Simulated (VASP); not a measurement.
# Ta3H in VASP: a series of runs

Runs on Ta3H. Level: LDA. Tasks: single point.

Everything below comes from runs of VASP 6.6.1. Logs are shortened: lines on timing, memory, paths and dates and some standing lists are left out, and cuts for length are marked.

## (1) The cell of the first run

The cell holds a slab with vacuum, 8 atoms: a = 4.600 Å, b = 4.600 Å, c = 22.402 Å, α = 90.00°, β = 90.00°, γ = 120.00°.

## (2) Single point, LDA

File INCAR:

```
SYSTEM = Ta3H
ALGO = Normal
DIPOL = 0.5 0.5 0.316
EDIFF = 1E-6
ENCUT = 520
IDIPOL = 3
ISIF = 2
ISMEAR = 0
LASPH = .TRUE.
LCHARG = .FALSE.
LDIPOL = .TRUE.
LREAL = .FALSE.
LWAVE = .FALSE.
NBANDS = 44
NELM = 60
PREC = Accurate
SIGMA = 0.1
```

File KPOINTS:

```
k-points
0
G
  6 6 1
  0 0 0
```

File POSCAR:

```
Ta3H
1.0
    4.6002247492      0.0000000000      0.0000000000
   -2.3001123746      3.9839114959      0.0000000000
    0.0000000000      0.0000000000     22.4017722044
Ta H
6 2
Direct
    0.6666666667      0.3333333333      0.1785573018
    0.3333333333      0.6666666667      0.2204743848
    0.0000000000      0.0000000000      0.2623914678
    0.6666666667      0.3333333333      0.3016814391
    0.3333333333      0.6666666667      0.3385386112
    0.0000000000      0.0000000000      0.3750494438
    0.2049700398      0.6666666667      0.4237063085
    0.4616966269      0.6666666667      0.4237063085
```

Potentials or basis: VASP PAW LDA potentials, release 64 (Ta_pv, H).

Command:

```sh
> cat potpaw_LDA.64/Ta_pv/POTCAR potpaw_LDA.64/H/POTCAR > POTCAR
> mpirun -np 1 vasp_std > vasp.out
```

OUTCAR:

```text
SYSTEM = Ta3H
   EDIFF = 1E-6
   ENCUT = 520
   ISIF = 2
   ISMEAR = 0
   LASPH = .TRUE.
   LREAL = .FALSE.
   NELM = 60
   PREC = Accurate

 ion  position               nearest neighbor table
   1  0.667  0.333  0.179-   4 2.76   2 2.82   2 2.82   2 2.82   3 3.25   3 3.25   3 3.25
   2  0.333  0.667  0.220-   5 2.64   1 2.82   3 2.82   1 2.82   3 2.82   3 2.82   1 2.82   4 3.22
                             4 3.22   4 3.22
   3  0.000  0.000  0.262-   6 2.52   4 2.80   4 2.80   4 2.80   2 2.82   2 2.82   2 2.82   5 3.16
                             5 3.16   5 3.16   1 3.25   1 3.25   1 3.25
   4  0.667  0.333  0.302-   1 2.76   5 2.78   5 2.78   5 2.78   3 2.80   3 2.80   3 2.80   6 3.12
                             6 3.12   6 3.12   2 3.22   2 3.22   2 3.22
   5  0.333  0.667  0.339-   7 2.00   8 2.00   2 2.64   6 2.78   6 2.78   6 2.78   4 2.78   4 2.78
                             4 2.78   3 3.16   3 3.16   3 3.16
   6  0.000  0.000  0.375-   3 2.52   5 2.78   5 2.78   5 2.78   4 3.12   4 3.12   4 3.12
   7  0.205  0.667  0.424-   5 2.00
   8  0.462  0.667  0.424-   5 2.00

  LATTYP: Found a hexagonal cell.
 ALAT       =     4.6002247492
 C/A-ratio  =     4.8697125523

  Lattice vectors:

 A1 = (   4.6002247492,   0.0000000000,   0.0000000000)
 A2 = (  -2.3001123746,   3.9839114959,   0.0000000000)
 A3 = (   0.0000000000,   0.0000000000,  22.4017722044)

Analysis of symmetry for initial positions (statically):
=====================================================================
 Subroutine PRICEL returns:
 Original cell was already a primitive cell.

 Routine SETGRP: Setting up the symmetry group for a
 hexagonal supercell.

 Subroutine GETGRP returns: Found  2 space group operations
 (whereof  2 operations were pure point group operations)
 out of a pool of 24 trial point group operations.

The static configuration has the point symmetry C_1h.

Analysis of symmetry for dynamics (positions and initial velocities):
=====================================================================
 Subroutine PRICEL returns:
 Original cell was already a primitive cell.

 Routine SETGRP: Setting up the symmetry group for a
 hexagonal supercell.

 Subroutine GETGRP returns: Found  2 space group operations
 (whereof  2 operations were pure point group operations)
 out of a pool of 24 trial point group operations.

The dynamic configuration has the point symmetry C_1h.

 Subroutine INISYM returns: Found  2 space group operations
 (whereof  2 operations are pure point group operations),
 and found     1 'primitive' translations

----------------------------------------------------------------------------------------

                                     Primitive cell

  volume of cell :     410.5548

  direct lattice vectors                    reciprocal lattice vectors
     4.600224749  0.000000000  0.000000000     0.217380683  0.125504796  0.000000000
    -2.300112375  3.983911496  0.000000000     0.000000000  0.251009592  0.000000000
     0.000000000  0.000000000 22.401772204     0.000000000  0.000000000  0.044639325

  length of vectors
     4.600224749  4.600224749 22.401772204     0.251009592  0.251009592  0.044639325

  position of ions in fractional coordinates (direct lattice)
     0.666666667  0.333333333  0.178557302
     0.333333333  0.666666667  0.220474385
     0.000000000  0.000000000  0.262391468
     0.666666667  0.333333333  0.301681439
     0.333333333  0.666666667  0.338538611
     0.000000000  0.000000000  0.375049444
     0.204970040  0.666666667  0.423706309
     0.461696627  0.666666667  0.423706309

  ion indices of the primitive-cell ions
   primitive index   ion index
                 1           1
                 2           2
                 3           3
                 4           4
                 5           5
                 6           6
                 7           7
                 8           8

----------------------------------------------------------------------------------------

 KPOINTS: k-points

Automatic generation of k-mesh.
 Grid dimensions read from file:
 generate k-points for:    6    6    1

 Generating k-lattice:

  Cartesian coordinates                     Fractional coordinates (reciprocal lattice)
     0.036230114  0.020917466  0.000000000     0.166666667  0.000000000  0.000000000
     0.000000000  0.041834932  0.000000000     0.000000000  0.166666667  0.000000000
     0.000000000  0.000000000  0.044639325     0.000000000  0.000000000  1.000000000

  Length of vectors
     0.041834932  0.041834932  0.044639325

  Shift w.r.t. Gamma in fractional coordinates (k-lattice)
     0.000000000  0.000000000  0.000000000

 Subroutine IBZKPT returns following result:
 ===========================================

 Found     13 irreducible k-points:

 Following reciprocal coordinates:
            Coordinates               Weight
  0.000000  0.000000  0.000000      1.000000
  0.166667  0.000000  0.000000      4.000000
  0.000000  0.166667  0.000000      2.000000
  0.333333  0.000000  0.000000      4.000000
  0.000000  0.333333  0.000000      2.000000
  0.500000  0.000000  0.000000      2.000000
  0.000000  0.500000  0.000000      1.000000
  0.166667  0.166667  0.000000      4.000000
 -0.333333  0.166667  0.000000      2.000000
  0.333333  0.166667  0.000000      4.000000
 -0.166667  0.500000  0.000000      4.000000
  0.500000  0.333333  0.000000      4.000000
  0.333333  0.333333  0.000000      2.000000
   k-points           NKPTS =     13   k-points in BZ     NKDIM =     13   number of bands    NBANDS=     44
   number of dos      NEDOS =    301   number of ions     NIONS =      8
   total plane-waves  NPLWV = 217728
   dimension x,y,z NGX =    36 NGY =   36 NGZ =  168
   dimension x,y,z NGXF=    72 NGYF=   72 NGZF=  336
   ions per type =               6   2
   NGX,Y,Z   is equivalent  to a cutoff of  13.01, 13.01, 12.47 a.u.
   NGXF,Y,Z  is equivalent  to a cutoff of  26.02, 26.02, 24.93 a.u.
 SYSTEM =  Ta3H
   PREC   = accura    normal or accurate (medium, high low for compatibility)
   ISTART =      0    job   : 0-new  1-cont  2-samecut
   ICHARG =      2    charge: 1-file 2-atom 10-const
   ISPIN  =      1    spin polarized calculation?
   LNONCOLLINEAR =      F non collinear calculations
   LSORBIT =      F    spin-orbit coupling
   LASPH  =      T    aspherical Exc in radial PAW
   ENCUT  =  520.0 eV  38.22 Ry    6.18 a.u.   8.55  8.55 41.65*2*pi/ulx,y,z
   NELM   =     60;   NELMIN=  2; NELMDL= -5     # of ELM steps
   EDIFF  = 0.1E-05   stopping-criterion for ELM
   LREAL  =      F    real-space projection
   EDIFFG = 0.1E-04   stopping-criterion for IOM
   NSW    =      0    number of steps for IOM
   IBRION =     -1    ionic relax: 0-MD 1-quasi-New 2-CG
   NFREE  =      0    steps in history (QN), initial steepest desc. (CG)
   ISIF   =      2    stress and relaxation
   ISYM   =      2    0-nonsym 1-usesym 2-fastsym
   POTIM  = 0.5000    time-step for ionic-motion
   TEBEG  =    0.0;   TEEND  =   0.0 temperature during run
   PSTRESS=    0.0 pullay stress
   NELECT =      68.0000    total number of electrons
   NUPDOWN=      -1.0000    fix difference up-down
   EMIN   =  10.00;   EMAX   =-10.00  energy-range for DOS
   EFERMI =   0.00;   METHOD = LEGACY
   ISMEAR =     0;   SIGMA  =   0.10  broadening in eV -4-tet -1-fermi 0-gaus
   EFERMI_NEDOS =   21; number of points for ismear=-14 and -15
   IALGO  =     38    algorithm
   IMIX   =      4    mixing-type and parameters
     AMIX     =   0.40;   BMIX     =  1.00
     AMIX_MAG =   1.60;   BMIX_MAG =  1.00
  volume/ion in A,a.u.               =      51.32       346.32
  Fermi-wavevector in a.u.,A,eV,Ry     =   0.899057  1.698972 10.997647  0.808304
  Thomas-Fermi vector in A             =   2.021844
   LORBIT       =      0    0 simple, 1 ext, 2 COOP (PROOUT), +10 PAW based schemes
   GGA     = CA    functional components
   LHFCALC =     F    Hartree Fock is set to
   AEXX    =    0.0000 exact exchange contribution
   IVDW    =     0    specifies the selected vdW correction
   LEPSILON=     F    determine dielectric tensor
   LRPA    =     F    only Hartree local field effects (RPA)
 non-spin polarized calculation
 Gauss-broadening in eV      SIGMA  =   0.10
  energy-cutoff  :      520.00
  volume of cell :      410.55
 maximum number of plane-waves:     11105
 NGX is ok and might be reduce to    36
   NGX = 17   NGY = 17   NGZ = 83

 dipolmoment           0.000000      0.000000     -0.004994 electrons x Angstroem

 number of electron      68.0000007 magnetization

 dipolmoment           0.000000      0.000000      0.015109 electrons x Angstroem

 Free energy of the ion-electron system (eV)
  ---------------------------------------------------
  ext. energy  EPLUGINS =         0.00000000
  ---------------------------------------------------
  free energy    TOTEN  =       -76.94776973 eV

  energy without entropy =      -76.90447887  energy(sigma->0) =      -76.92612430

 E-fermi :  -1.1603     XC(G=0):  -4.4666

 val. band max:       -1.1627308906   @ k =  -0.3333   0.1667   0.0000
 cond. band min:      -1.1556961026   @ k =  -0.1667   0.5000   0.0000
 fundamental gap:      0.0070347880
 Fermi energy:        -1.1602878089

 k-point     1 :       0.0000    0.0000    0.0000
  band No.  band energies     occupation
      1     -35.7404      2.00000
      2     -35.6164      2.00000
      3     -35.4298      2.00000
      4     -35.4228      2.00000
      5     -35.3307      2.00000
      6     -35.3294      2.00000
[... 36 lines left out ...]
     43       1.2477      0.00000
     44       2.3973      0.00000

 k-point     2 :       0.1667    0.0000    0.0000
  band No.  band energies     occupation
      1     -35.7551      2.00000
      2     -35.6293      2.00000
      3     -35.4820      2.00000
      4     -35.4461      2.00000
      5     -35.3776      2.00000
      6     -35.3542      2.00000
[... 36 lines left out ...]
     43       1.2854      0.00000
     44       2.0735      0.00000

 k-point     3 :       0.0000    0.1667    0.0000
  band No.  band energies     occupation
      1     -35.7554      2.00000
      2     -35.6291      2.00000
      3     -35.4829      2.00000
      4     -35.4435      2.00000
      5     -35.3796      2.00000
      6     -35.3515      2.00000
[... 36 lines left out ...]
     43       1.3416      0.00000
     44       2.0480      0.00000

 k-point     4 :       0.3333    0.0000    0.0000
  band No.  band energies     occupation
      1     -35.7892      2.00000
      2     -35.6568      2.00000
      3     -35.5807      2.00000
      4     -35.4255      2.00000
      5     -35.4115      2.00000
      6     -35.3424      2.00000
[... 365 lines left out ...]
     43       1.6374      0.00000
     44       1.8830      0.00000

 k-point    12 :       0.5000    0.3333    0.0000
  band No.  band energies     occupation
      1     -35.8071      2.00000
      2     -35.6798      2.00000
      3     -35.5536      2.00000
      4     -35.4442      2.00000
      5     -35.3981      2.00000
      6     -35.3276      2.00000
[... 36 lines left out ...]
     43       1.5636      0.00000
     44       1.8746      0.00000

 k-point    13 :       0.3333    0.3333    0.0000
  band No.  band energies     occupation
      1     -35.8149      2.00000
      2     -35.6963      2.00000
      3     -35.4841      2.00000
      4     -35.4175      2.00000
      5     -35.3999      2.00000
      6     -35.3888      2.00000
[... 36 lines left out ...]
     43       1.3188      0.00000
     44       1.4580      0.00000

------------------------ aborting loop because EDIFF is reached ----------------------------------------

 vacuum level on the upper side and lower side of the slab       (xc-potential included)         0.066        -0.079

  FORCE on cell =-STRESS in cart. coord.  units (eV):
  Direction    XX          YY          ZZ          XY          YZ          ZX
  --------------------------------------------------------------------------------------
  -------------------------------------------------------------------------------------
  Total       -4.0974415     -4.4415215     -2.3186451      0.0000000      0.1825414      0.0000000
  in kB      -15.9901388    -17.3329006     -9.0484409      0.0000000      0.7123621      0.0000000
  external PRESSURE =     -14.1238268 kB  Pullay stress =       0.0000000 kB

 VOLUME and BASIS-vectors are now :
 -----------------------------------------------------------------------------
  energy-cutoff  :      520.00
  volume of cell :      410.55
      direct lattice vectors                 reciprocal lattice vectors
     4.600224749  0.000000000  0.000000000     0.217380683  0.125504796  0.000000000
    -2.300112375  3.983911496  0.000000000     0.000000000  0.251009592  0.000000000
     0.000000000  0.000000000 22.401772204     0.000000000  0.000000000  0.044639325

 POSITION                                       TOTAL-FORCE (eV/Angst)
 -----------------------------------------------------------------------------------
      2.30011      1.32797      4.00000        -0.000000      0.052702      1.860876
     -0.00000      2.65594      4.93902        -0.000000      0.025710     -1.131441
      0.00000      0.00000      5.87803        -0.000000      0.020351     -1.899062
      2.30011      1.32797      6.75820         0.000000     -0.265773     -0.204184
     -0.00000      2.65594      7.58386         0.000000      0.315987      1.869674
      0.00000      0.00000      8.40177        -0.000000     -0.494303      0.965786
     -0.59050      2.65594      9.49177        -0.200086      0.172663     -0.730824
      0.59050      2.65594      9.49177         0.200086      0.172663     -0.730824
 -----------------------------------------------------------------------------------
    total drift:                                0.000000      0.000005      0.000634

  FREE ENERGIE OF THE ION-ELECTRON SYSTEM (eV)
  ---------------------------------------------------
  free  energy   TOTEN  =       -76.9477697252 eV

  energy  without entropy=      -76.9044788720  energy(sigma->0) =      -76.92612430

 vacuum level on the upper side and lower side of the slab         2.715         2.566
```

Wall time 5.3 min (1 thread of Intel Xeon 6975P-C (Granite Rapids), shared host); peak memory 0.48 GiB.

What came out:

* Free energy: -76.9478 eV
* Largest force: 1.899 eV/Å
* Band gap on the k mesh: zero (bands 34 and 35 overlap by 0.17 eV)

Forces in eV/Å, atoms in the order of the input:
```
Ta   0.000  0.053  1.861
Ta   0.000  0.026 -1.131
Ta   0.000  0.020 -1.899
Ta   0.000 -0.266 -0.204
Ta   0.000  0.316  1.870
Ta   0.000 -0.494  0.966
H   -0.200  0.173 -0.731
H    0.200  0.173 -0.731
```

Caveat: spin-orbit coupling is left out, which moves the levels of the heavy elements.

(Part 1 of 2 ends here.)
